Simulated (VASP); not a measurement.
# Cr2Ni (P6/mmm) in VASP: notebook, part 2 of 2

VASP 6.6.1.

### 3 Relaxation of cell and atoms, PBE

This run uses another cell than the first one, of 10.37 Å³/atom, 0.910 times its volume.

File INCAR:

```
PREC = Accurate ; ENCUT = 600
EDIFF = 1E-6 ; ISMEAR = 0
SIGMA = 0.1 ; LREAL = F
LASPH = T ; NELM = 100
ALGO = Normal ; ISIF = 3
LWAVE = F ; LCHARG = F
GGA = PE ; IBRION = 2
NSW = 90 ; EDIFFG = -0.04
```

File KPOINTS:

```
Automatic mesh
0
Gamma
  6 6 6
```

File POSCAR:

```
Cr2Ni
1.0
    3.2161055057      0.0000000000      0.0000000000
   -1.6080527529      2.7852290692      0.0000000000
    0.0000000000      0.0000000000      3.4725391673
Cr Ni
2 1
Direct
    0.3333333333      0.6666666667      0.5000000000
    0.6666666667      0.3333333333      0.5000000000
    0.0000000000      0.0000000000      0.0000000000
```

Potentials or basis: VASP PAW PBE potentials, release 64 (Cr_pv, Ni).

Command:

```sh
$ cat potpaw_PBE.64/Cr_pv/POTCAR potpaw_PBE.64/Ni/POTCAR > POTCAR
$ mpirun -np 1 vasp_std > vasp.out
```

Wall time 4.8 min (1 thread of Intel Xeon Platinum 8375C at 2.90GHz (Ice Lake), shared host); peak memory 0.17 GiB.

It converged, with:

| Quantity | Value |
| --- | --- |
| Free energy | -23.8896 eV |
| Relaxed volume | 11.35 Å³/atom |
| Relaxed cell | a = 4.049 Å, b = 4.049 Å, c = 2.398 Å, α = 90.00°, β = 90.00°, γ = 120.00° |
| Space group after relaxing (to 0.05 Å) | P6/mmm (No. 191) |
| Energy gained by relaxing | 1324.7 meV/atom |
| Ionic steps | 16 |
| Pressure after relaxing | 0.3 GPa |
| Band gap on the k mesh | zero (band 17 reaches 10.69 eV, above the bottom of band 18 at 9.82 eV) |

Stress tensor (GPa, compression positive):
```
0.43 0.00 0.00
0.00 0.43 0.00
0.00 0.00 0.00
```

The path:
| step | energy change (eV) | largest force (eV/Å) | pressure (GPa) | volume (Å³) |
| --- | --- | --- | --- | --- |
| 1 | 0.0000 | 0.0000 | 74.82 | 31.11 |
| 2 | 0.2507 | 0.0000 | -31.39 | 57.40 |
| 3 | -2.0928 | 0.0000 | -10.38 | 41.16 |
| 4 | -2.1027 | 0.0000 | -8.39 | 40.61 |
| 5 | -2.1045 | 0.0000 | -7.08 | 40.29 |
| 6 | -2.6919 | 0.0000 | -6.36 | 38.35 |
| 7 | -3.6894 | 0.0000 | 29.61 | 30.79 |
| 8 | -3.5915 | 0.0000 | 4.51 | 34.15 |
| 9 | -3.7934 | 0.0000 | 13.64 | 32.53 |
| 10 | -3.8078 | 0.0000 | 20.50 | 31.67 |
| 11 | -3.8499 | 0.0000 | 8.20 | 33.07 |
| 12 | -3.9033 | 0.0000 | 12.34 | 32.49 |
| 13 | -3.9714 | 0.0000 | 2.54 | 33.73 |
| 14 | -3.9739 | 0.0000 | 0.36 | 34.05 |
| 15 | -3.9739 | 0.0000 | 0.60 | 34.01 |
| 16 | -3.9742 | 0.0000 | 0.29 | 34.06 |

Final structure:
```
Cr Ni
1.0
     4.04912    0.00000    0.00000
    -2.02456    3.50664    0.00000
     0.00000    0.00000    2.39847
Cr Ni
2 1
Direct
  0.33333 0.66667 0.50000
  0.66667 0.33333 0.50000
  0.00000 0.00000 0.00000
```

Levels at points of the mesh, in eV from the Fermi level:
| k point | band 13 | band 14 | band 15 | band 16 | band 17 | band 18 | band 19 | band 20 | band 21 |
| --- | --- | --- | --- | --- | --- | --- | --- | --- | --- |
| (0.00, 0.00, 0.00) | -1.88 | -1.60 | -1.15 | -1.15 | -0.49 | -0.49 | 0.97 | 0.97 | 2.32 |
| (0.50, 0.00, 0.00) | -1.86 | -1.57 | -1.29 | -1.11 | -0.05 | 0.75 | 1.10 | 1.12 | 1.96 |
| (0.00, 0.00, 0.50) | -0.44 | -0.44 | -0.14 | -0.14 | 0.13 | 0.13 | 1.32 | 1.39 | 1.39 |
| (0.50, 0.00, 0.50) | -1.81 | -1.81 | -0.49 | -0.02 | 0.38 | 0.38 | 1.04 | 1.99 | 2.98 |

Caveat: the k points lie up to 0.44 Å⁻¹ apart in the final cell; the run has no spin polarisation, though such a crystal can be magnetic.

### 4 Single point, PBE, collinear spin, ferromagnetic start

This run uses another cell than the first one, of 10.37 Å³/atom, 0.910 times its volume.

File INCAR:

```
PREC     = Accurate       # precision mode
ENCUT    = 520            # plane-wave cutoff, eV
EDIFF    = 1E-6           # SCF threshold, eV
ISMEAR   = 0              # smearing method
SIGMA    = 0.1            # smearing width, eV
LREAL    = F              # projectors in reciprocal space
LASPH    = T              # aspherical terms in the spheres
NELM     = 150            # most SCF steps
ALGO     = Normal         # electronic algorithm
ISIF     = 2              # what is computed and relaxed
LWAVE    = F              # write WAVECAR
LCHARG   = T              # write CHGCAR
ISPIN    = 2              # spin polarisation
MAGMOM   = 3 3 2          # initial moments
LORBIT   = 11             # projections on sites
LMAXMIX  = 4              # l up to which the mixer works
GGA      = PE             # functional
LELF     = T              # ELF
LVHAR    = T            
NBANDS   = 28             # bands
```

KPOINTS is that of step 3.

POSCAR is that of step 3.

Command:

```sh
$ cat potpaw_PBE.64/Cr_pv/POTCAR potpaw_PBE.64/Ni/POTCAR > POTCAR
$ mpirun -np 1 vasp_std > vasp.out
```

Run time: 44 s. Hardware: 1 thread of Intel Xeon Platinum 8375C at 2.90GHz (Ice Lake), shared host; peak memory 0.17 GiB.

Results (log left out):

| Item | Value |
| --- | --- |
| Free energy | -19.9152 eV |
| Pressure | 74.9 GPa |
| Band gap on the k mesh | zero (filled and empty bands overlap) |
| Net moment | 0.00 μB per cell |
| Valence electrons inside the program's atomic spheres | Cr 11.97; Ni 9.48 |

Stress tensor (GPa, compression positive):
```
103.91   0.00   0.00
  0.00 103.91   0.00
  0.00   0.00  16.85
```

Levels at points of the mesh, in eV from the Fermi level:
Spin up:
```tsv
k point	band 15	band 16	band 17	band 18	band 19	band 20
(0.00, 0.00, 0.00)	-1.46	-1.46	-0.77	0.06	0.06	2.06
(0.50, 0.00, 0.00)	-1.42	-1.08	-0.30	0.01	1.51	1.68
(0.00, 0.00, 0.50)	-0.34	-0.34	0.01	0.01	0.45	0.45
(0.50, 0.00, 0.50)	-1.48	-1.30	-1.12	0.56	2.00	3.27
```
Spin down:
```
           k point  band 13  band 14  band 15  band 16  band 17  band 18  band 19  band 20  band 21  band 22
(0.00, 0.00, 0.00)    -2.16    -2.16    -1.46    -1.46    -0.77     0.06     0.06     2.06     2.87     2.87
(0.50, 0.00, 0.00)    -2.85    -1.86    -1.42    -1.08    -0.30     0.01     1.51     1.68     3.35     3.90
(0.00, 0.00, 0.50)    -1.69    -1.41    -0.34    -0.34     0.01     0.01     0.45     0.45     1.62     1.62
(0.50, 0.00, 0.50)    -2.24    -1.66    -1.48    -1.30    -1.12     0.56     2.00     3.27     3.48     3.54
```

Caveat: the k points lie up to 0.38 Å⁻¹ apart; the starting moments collapsed, and a magnetic state may lie lower.

### 5 Single point, PBE

File INCAR:

```
ALGO     = Fast           # electronic algorithm
EDIFF    = 1E-6           # SCF threshold, eV
ENCUT    = 520            # plane-wave cutoff, eV
GGA      = PE             # functional
ISIF     = 2              # what is computed and relaxed
ISMEAR   = 0              # smearing method
LASPH    = T              # aspherical terms in the spheres
LCHARG   = F              # write CHGCAR
LREAL    = F              # projectors in reciprocal space
LWAVE    = F              # write WAVECAR
NBANDS   = 24             # bands
NELM     = 60             # most SCF steps
PREC     = Accurate       # precision mode
SIGMA    = 0.1            # smearing width, eV
```

File KPOINTS:

```
k-points
0
Gamma
  12 12 20
```

File POSCAR:

```
Cr2Ni
1.0
    4.0445488306      0.0000000000      0.0000000000
   -2.0222744153      3.5026820342      0.0000000000
    0.0000000000      0.0000000000      2.4117682229
Cr Ni
2 1
Direct
    0.3333333333      0.6666666667      0.5000000000
    0.6666666667      0.3333333333      0.5000000000
    0.0000000000      0.0000000000      0.0000000000
```

Potentials or basis: VASP PAW PBE potentials, release 64 (Cr_pv, Ni).

Command:

```sh
$ cat potpaw_PBE.64/Cr_pv/POTCAR potpaw_PBE.64/Ni/POTCAR > POTCAR
$ mpirun -np 1 vasp_std > vasp.out
```

OUTCAR:

```text
EDIFF = 1E-6
   ENCUT = 520
   GGA = PE
   ISIF = 2
   ISMEAR = 0
   LASPH = T
   LREAL = F
   NELM = 60
   PREC = Accurate

 ion  position               nearest neighbor table
   1  0.333  0.667  0.500-   2 2.34   2 2.34   2 2.34   3 2.63   3 2.63   3 2.63   3 2.63   3 2.63
                             3 2.63
   2  0.667  0.333  0.500-   1 2.34   1 2.34   1 2.34   3 2.63   3 2.63   3 2.63   3 2.63   3 2.63
                             3 2.63
   3  0.000  0.000  0.000-   1 2.63   2 2.63   1 2.63   2 2.63   2 2.63   2 2.63   1 2.63   1 2.63
[... 849 lines left out ...]
  Direction    XX          YY          ZZ          XY          YZ          ZX
  --------------------------------------------------------------------------------------
  -------------------------------------------------------------------------------------
  Total       -0.0342536     -0.0342536     -0.0489263      0.0000000      0.0000000      0.0000000
  in kB       -1.6062408     -1.6062408     -2.2942820      0.0000000      0.0000000      0.0000000
  external PRESSURE =      -1.8355879 kB  Pullay stress =       0.0000000 kB

 VOLUME and BASIS-vectors are now :
 -----------------------------------------------------------------------------
  energy-cutoff  :      520.00
  volume of cell :       34.17
      direct lattice vectors                 reciprocal lattice vectors
     4.044548831  0.000000000  0.000000000     0.247246366  0.142747756  0.000000000
    -2.022274415  3.502682034  0.000000000     0.000000000  0.285495512  0.000000000
     0.000000000  0.000000000  2.411768223     0.000000000  0.000000000  0.414633542

 POSITION                                       TOTAL-FORCE (eV/Angst)
 -----------------------------------------------------------------------------------
     -0.00000      2.33512      1.20588         0.000000      0.000000      0.000000
      2.02227      1.16756      1.20588        -0.000000      0.000000      0.000000
      0.00000      0.00000      0.00000         0.000000      0.000000      0.000000
 -----------------------------------------------------------------------------------
    total drift:                               -0.000000      0.000000      0.000000

  FREE ENERGIE OF THE ION-ELECTRON SYSTEM (eV)
  ---------------------------------------------------
  free  energy   TOTEN  =       -23.9379898826 eV

  energy  without entropy=      -23.9211935540  energy(sigma->0) =      -23.92959172
```

OSZICAR:

```text
N       E                     dE             d eps       ncg     rms          rms(c)
DAV:   1     0.319668491871E+03    0.31967E+03   -0.18493E+04 10288   0.185E+03
DAV:   2    -0.137490011701E+02   -0.33342E+03   -0.32126E+03 10432   0.463E+02
DAV:   3    -0.277319547395E+02   -0.13983E+02   -0.13492E+02 10976   0.117E+02
DAV:   4    -0.280215819978E+02   -0.28963E+00   -0.28894E+00 12224   0.160E+01
[... 11 lines left out ...]
RMM:  16    -0.239379868782E+02   -0.21398E-04   -0.27344E-04 16110   0.598E-02    0.554E-02
RMM:  17    -0.239379917339E+02   -0.48558E-05   -0.41792E-05 14808   0.300E-02    0.482E-02
RMM:  18    -0.239379884555E+02    0.32784E-05   -0.17666E-05 12102   0.267E-02    0.221E-02
RMM:  19    -0.239379897586E+02   -0.13031E-05   -0.83774E-06 11523   0.129E-02    0.187E-03
RMM:  20    -0.239379898826E+02   -0.12391E-06   -0.15681E-06  7446   0.767E-03
   1 F= -.23937990E+02 E0= -.23929592E+02  d E =-.167963E-01
```

stdout:

```text
POSCAR found type information on POSCAR CrNi
 POSCAR found :  2 types and       3 ions
 scaLAPACK will be used
 LDA part: xc-table for (Slater+PW92), standard interpolation
 POSCAR, INCAR and KPOINTS ok, starting setup
 FFT: planning ... GRIDC
 FFT: planning ... GRID_SOFT
 FFT: planning ... GRID
 WAVECAR not read
 entering main loop
WARNING in EDDRMM: call to ZHEGV failed, returncode =   6  3     24
```

Run time: 3.9 min. Hardware: 1 thread of Intel Xeon Platinum 8375C at 2.90GHz (Ice Lake), shared host; peak memory 0.26 GiB.

What came out:

```
Free energy            : -23.9380 eV
Pressure               : -0.2 GPa
Band gap on the k mesh : zero (band 17 reaches 10.67 eV, above the bottom of band 18 at 9.79 eV)
```

Caveat: the run has no spin polarisation, though such a crystal can be magnetic.

### 6 Summary

| task | cell | k mesh | cutoff (eV) | gap on the mesh (eV) | pressure (GPa) |
| --- | --- | --- | --- | --- | --- |
| single point | a = 4.059, b = 4.059, c = 2.397 Å, angles 90.0, 90.0, 120.0°, 3 atoms | 6 × 6 × 6 | 520 | none | -0.1 |
| relaxation of cell and atoms | relaxed from a = 3.216, b = 3.216, c = 3.473 Å, angles 90.0, 90.0, 120.0°, 3 atoms | 6 × 6 × 6 | 600 | none | 0.3 |
| single point | a = 4.045, b = 4.045, c = 2.412 Å, angles 90.0, 90.0, 120.0°, 3 atoms | 12 × 12 × 20 | 520 | none | -0.2 |

Alike in all rows: level PBE; potentials or basis VASP PAW PBE potentials, release 64 (Cr_pv, Ni); no spin polarisation; smearing gaussian 0.1 eV.

Caveats: some runs use coarse meshes; the run has no spin polarisation, though such a crystal can be magnetic.

Absolute energies hang on the potentials; compare differences alone.
